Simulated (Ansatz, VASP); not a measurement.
# Two plane-wave programs on RbCaH3

```
CELL_PARAMETERS angstrom
4.54700 0.00000 0.00000
0.00000 4.54700 0.00000
0.00000 0.00000 4.54700
ATOMIC_POSITIONS crystal
Rb 0.98730 0.98730 0.98730
Ca 0.50000 0.50000 0.50000
H 0.00000 0.50000 0.50000
H 0.50000 0.00000 0.50000
H 0.50000 0.50000 0.00000
```

Change from the starting cell: all Rb atoms moved -0.100 Å, as atom 1 along Cartesian [1 1 1].

Alike in both runs: task single point; functional LDA; k mesh 6 × 6 × 6; occupations gaussian, width 0.05 eV; no spin polarisation.

|  | VASP | Ansatz |
| --- | --- | --- |
| version | VASP 6.6.1 | Ansatz 0.2.0 |
| potentials or method | VASP PAW LDA potentials, release 64 (Rb_sv, Ca_sv, H), cutoff 520 eV | scalar-relativistic, plane waves, PAW |
| valence electrons in the cell | 22 | 22 |

VASP gave:

```
gap on the k mesh at the Fermi level (eV) : 2.93
least direct gap on the mesh (eV)         : 2.93
pressure (GPa)                            : -2.4
rms of the force components (eV/Å)        : 0.032
```

Q: What did Ansatz give for the same quantities?

A: gap on the k mesh at the Fermi level (eV): 2.94; least direct gap on the mesh (eV): 2.94; pressure (GPa): -2.4; rms of the force components (eV/Å): 0.031.

LDA's correlation is that of Perdew and Zunger in VASP and of Perdew and Wang (1992) in Ansatz. Atom by atom the forces differ by 0.000 eV/Å (rms over components).
